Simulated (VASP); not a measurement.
# Co (P6_3/mmc) in VASP: notebook

Runs on Co. Level: PBE. Tasks: single point.

Program: VASP 6.6.1. These are calculated values, not measurements. Logs are shortened: lines on timing, memory, paths and dates and some standing lists are left out, and cuts for length are marked.

## Step 1: The cell of the first run

It takes space group P6_3/mmc (No. 194, hexagonal). Conventional cell: a = 2.458 Å, b = 2.458 Å, c = 3.961 Å, α = 90.00°, β = 90.00°, γ = 120.00°. Within 3.2 Å of Co (site symmetry -6m2) lie 12 Co at 2.44 to 2.46 Å.

## Step 2: Single point, PBE

File INCAR:

```
SYSTEM = Co
PREC     = Accurate       ! precision mode
ENCUT    = 520            ! plane-wave cutoff, eV
EDIFF    = 1E-7           ! SCF threshold, eV
ISMEAR   = -1             ! smearing method
SIGMA    = 0.1            ! smearing width, eV
LREAL    = .FALSE.        ! projectors in reciprocal space
LASPH    = .TRUE.         ! aspherical terms in the spheres
NELM     = 80             ! most SCF steps
ALGO     = Normal         ! electronic algorithm
ISIF     = 2              ! what is computed and relaxed
LWAVE    = .FALSE.        ! write WAVECAR
LCHARG   = .FALSE.        ! write CHGCAR
GGA      = PE             ! functional
NBANDS   = 16             ! bands
```

File KPOINTS:

```
Automatic mesh
0
G
  16 16 9
  0 0 0
```

File POSCAR:

```
Co
1.0
    2.4583936733      0.0000000000      0.0000000000
   -1.2291968366      2.1290313736      0.0000000000
    0.0000000000      0.0000000000      3.9606917934
Co
2
Direct
    0.3333333333      0.6666666667      0.2500000000
    0.6666666667      0.3333333333      0.7500000000
```

Potentials or basis: VASP PAW PBE potentials, release 64 (Co).

Command:

```sh
$ cat potpaw_PBE.64/Co/POTCAR > POTCAR
$ mpirun -np 1 vasp_std > vasp.out
```

OUTCAR:

```text
SYSTEM = Co
   PREC = Accurate
   ENCUT = 520
   EDIFF = 1E-7
   ISMEAR = -1
   LREAL = .FALSE.
   LASPH = .TRUE.
   NELM = 80
   ISIF = 2
   GGA = PE

 ion  position               nearest neighbor table
   1  0.333  0.667  0.250-   2 2.44   2 2.44   2 2.44   2 2.44   2 2.44   2 2.44
   2  0.667  0.333  0.750-   1 2.44   1 2.44   1 2.44   1 2.44   1 2.44   1 2.44

  LATTYP: Found a hexagonal cell.
 ALAT       =     2.4583936733
 C/A-ratio  =     1.6110893208

  Lattice vectors:

 A1 = (   2.4583936733,   0.0000000000,   0.0000000000)
 A2 = (  -1.2291968366,   2.1290313736,   0.0000000000)
 A3 = (   0.0000000000,   0.0000000000,   3.9606917934)

Analysis of symmetry for initial positions (statically):
=====================================================================
 Subroutine PRICEL returns:
 Original cell was already a primitive cell.

 Routine SETGRP: Setting up the symmetry group for a
 hexagonal supercell.

 Subroutine GETGRP returns: Found 24 space group operations
 (whereof 12 operations were pure point group operations)
 out of a pool of 24 trial point group operations.

The static configuration has the point symmetry D_3d.
 The point group associated with its full space group is D_6h.

Analysis of symmetry for dynamics (positions and initial velocities):
=====================================================================
 Subroutine PRICEL returns:
 Original cell was already a primitive cell.

 Routine SETGRP: Setting up the symmetry group for a
 hexagonal supercell.

 Subroutine GETGRP returns: Found 24 space group operations
 (whereof 12 operations were pure point group operations)
 out of a pool of 24 trial point group operations.

The dynamic configuration has the point symmetry D_3d.
 The point group associated with its full space group is D_6h.

 Subroutine INISYM returns: Found 24 space group operations
 (whereof 12 operations are pure point group operations),
 and found     1 'primitive' translations

----------------------------------------------------------------------------------------

                                     Primitive cell

  volume of cell :      20.7302

  direct lattice vectors                    reciprocal lattice vectors
     2.458393673  0.000000000  0.000000000     0.406769677  0.234848582  0.000000000
[... 77 lines left out ...]
   PREC   = accura    normal or accurate (medium, high low for compatibility)
   ISTART =      0    job   : 0-new  1-cont  2-samecut
   ICHARG =      2    charge: 1-file 2-atom 10-const
   ISPIN  =      1    spin polarized calculation?
   LNONCOLLINEAR =      F non collinear calculations
   LSORBIT =      F    spin-orbit coupling
   LASPH  =      T    aspherical Exc in radial PAW
   ENCUT  =  520.0 eV  38.22 Ry    6.18 a.u.   4.57  4.57  7.36*2*pi/ulx,y,z
   NELM   =     80;   NELMIN=  2; NELMDL= -5     # of ELM steps
   EDIFF  = 0.1E-06   stopping-criterion for ELM
   LREAL  =      F    real-space projection
   EDIFFG = 0.1E-05   stopping-criterion for IOM
   NSW    =      0    number of steps for IOM
   IBRION =     -1    ionic relax: 0-MD 1-quasi-New 2-CG
   NFREE  =      0    steps in history (QN), initial steepest desc. (CG)
   ISIF   =      2    stress and relaxation
   ISYM   =      2    0-nonsym 1-usesym 2-fastsym
   POTIM  = 0.5000    time-step for ionic-motion
   TEBEG  =    0.0;   TEEND  =   0.0 temperature during run
   PSTRESS=    0.0 pullay stress
   NELECT =      18.0000    total number of electrons
   NUPDOWN=      -1.0000    fix difference up-down
   EMIN   =  10.00;   EMAX   =-10.00  energy-range for DOS
   EFERMI =   0.00;   METHOD = LEGACY
   ISMEAR =    -1;   SIGMA  =   0.10  broadening in eV -4-tet -1-fermi 0-gaus
   EFERMI_NEDOS =   21; number of points for ismear=-14 and -15
   IALGO  =     38    algorithm
   IMIX   =      4    mixing-type and parameters
     AMIX     =   0.40;   BMIX     =  1.00
     AMIX_MAG =   1.60;   BMIX_MAG =  1.00
  volume/ion in A,a.u.               =      10.37        69.95
  Fermi-wavevector in a.u.,A,eV,Ry     =   1.561819  2.951411 33.188418  2.439280
  Thomas-Fermi vector in A             =   2.664829
   LORBIT       =      0    0 simple, 1 ext, 2 COOP (PROOUT), +10 PAW based schemes
   GGA     = PE    functional components
   LHFCALC =     F    Hartree Fock is set to
   AEXX    =    0.0000 exact exchange contribution
   IVDW    =     0    specifies the selected vdW correction
   LEPSILON=     F    determine dielectric tensor
   LRPA    =     F    only Hartree local field effects (RPA)
 non-spin polarized calculation
  energy-cutoff  :      520.00
  volume of cell :       20.73
 maximum number of plane-waves:       573
   NGX =  9   NGY =  9   NGZ = 15

 number of electron      17.9999975 magnetization

 Free energy of the ion-electron system (eV)
  ---------------------------------------------------
  ext. energy  EPLUGINS =         0.00000000
  ---------------------------------------------------
  free energy    TOTEN  =       -13.73101006 eV

  energy without entropy =      -13.55161030  energy(sigma->0) =      -13.64131018

 E-fermi :  10.8564     XC(G=0): -13.6920

 val. band max:       10.8488431786   @ k =   0.1875   0.1250   0.4444
 cond. band min:      10.8572480233   @ k =   0.0000   0.0000   0.3333
 fundamental gap:      0.0084048447
 Fermi energy:        10.8564311787

 k-point     1 :       0.0000    0.0000    0.0000
  band No.  band energies     occupation
      1       1.7302      2.00000
      2       5.9926      2.00000
      3       8.9627      2.00000
      4       8.9839      2.00000
      5       8.9839      2.00000
      6       9.3487      2.00000
[... 433 lines left out ...]
      3       7.2587      2.00000
      4       7.6113      2.00000
      5       8.6265      2.00000
      6       9.2136      2.00000
[... 8 lines left out ...]
     15      22.6221      0.00000
     16      28.7181      0.00000

 [... further k-points ...]
[... 5 lines left out ...]
  --------------------------------------------------------------------------------------
  -------------------------------------------------------------------------------------
  Total       -0.1047963     -0.1047963     -0.1109483     -0.0000000     -0.0000000      0.0000000
  in kB       -8.0993854     -8.0993854     -8.5748563     -0.0000000     -0.0000000      0.0000000
  external PRESSURE =      -8.2578757 kB  Pullay stress =       0.0000000 kB

 VOLUME and BASIS-vectors are now :
 -----------------------------------------------------------------------------
  energy-cutoff  :      520.00
  volume of cell :       20.73
      direct lattice vectors                 reciprocal lattice vectors
     2.458393673  0.000000000  0.000000000     0.406769677  0.234848582  0.000000000
    -1.229196837  2.129031374  0.000000000     0.000000000  0.469697165  0.000000000
     0.000000000  0.000000000  3.960691793     0.000000000  0.000000000  0.252481145

 POSITION                                       TOTAL-FORCE (eV/Angst)
 -----------------------------------------------------------------------------------
     -0.00000      1.41935      0.99017         0.000000     -0.000000      0.000000
      1.22920      0.70968      2.97052        -0.000000      0.000000      0.000000
 -----------------------------------------------------------------------------------
    total drift:                               -0.000000     -0.000000     -0.000000

  FREE ENERGIE OF THE ION-ELECTRON SYSTEM (eV)
  ---------------------------------------------------
  free  energy   TOTEN  =       -13.7310100601 eV

  energy  without entropy=      -13.5516103016  energy(sigma->0) =      -13.64131018
```

Run time: 34 s. Hardware: 1 thread of Intel Xeon Platinum 8259CL at 2.50GHz (Skylake/Cascade Lake), shared host; peak memory 0.16 GiB.

Results:

| Property | Result |
| --- | --- |
| Free energy | -13.7310 eV |
| Pressure | -0.8 GPa |
| Band gap on the k mesh | zero (band 9 reaches 11.23 eV, above the bottom of band 10 at 9.70 eV) |

Caveat: the run has no spin polarisation, though such a crystal can be magnetic. Spin polarisation is off, so any magnetic state and its effect on volume and gap are missing.

## Step 3: Single point, PBE

File INCAR:

```
SYSTEM = Co
ALGO = Normal
EDIFF = 1E-6
ENCUT = 520
GGA = PE
ISIF = 2
ISMEAR = -1
LASPH = .True.
LCHARG = .False.
LREAL = .False.
LWAVE = .False.
NBANDS = 16
NELM = 100
PREC = Accurate
SIGMA = 0.1
```

File KPOINTS:

```
k-points
0
Gamma
  21 21 12
  0 0 0
```

POSCAR is that of step 2.

Potentials or basis: VASP PAW PBE potentials, release 64 (Co).

Command:

```sh
$ cat potpaw_PBE.64/Co/POTCAR > POTCAR
$ mpirun -np 1 vasp_std > vasp.out
```

It took 66 s on 1 thread of Intel Xeon Platinum 8259CL at 2.50GHz (Skylake/Cascade Lake), shared host; peak memory 0.2 GiB.

Results (log left out):

- Free energy: -13.7306 eV
- Pressure: -0.7 GPa
- Band gap on the k mesh: zero (band 9 reaches 11.23 eV, above the bottom of band 10 at 9.66 eV)

Stress tensor (GPa, compression positive):
```
-0.69  0.00  0.00
 0.00 -0.69  0.00
 0.00  0.00 -0.77
```

Levels at points of the mesh, in eV from the Fermi level:
```tsv
k point	band 5	band 6	band 7	band 8	band 9	band 10	band 11	band 12	band 13	band 14
(0.00, 0.00, 0.00)	-1.87	-1.51	-1.51	-1.13	-1.13	-0.03	0.11	0.11	7.31	22.24
(0.00, 0.00, 0.50)	-1.95	-1.95	-1.95	-1.95	-0.23	-0.23	-0.23	-0.23	15.88	15.88
```

Caveat: the run has no spin polarisation, though such a crystal can be magnetic. Spin polarisation is off, so any magnetic state and its effect on volume and gap are missing.
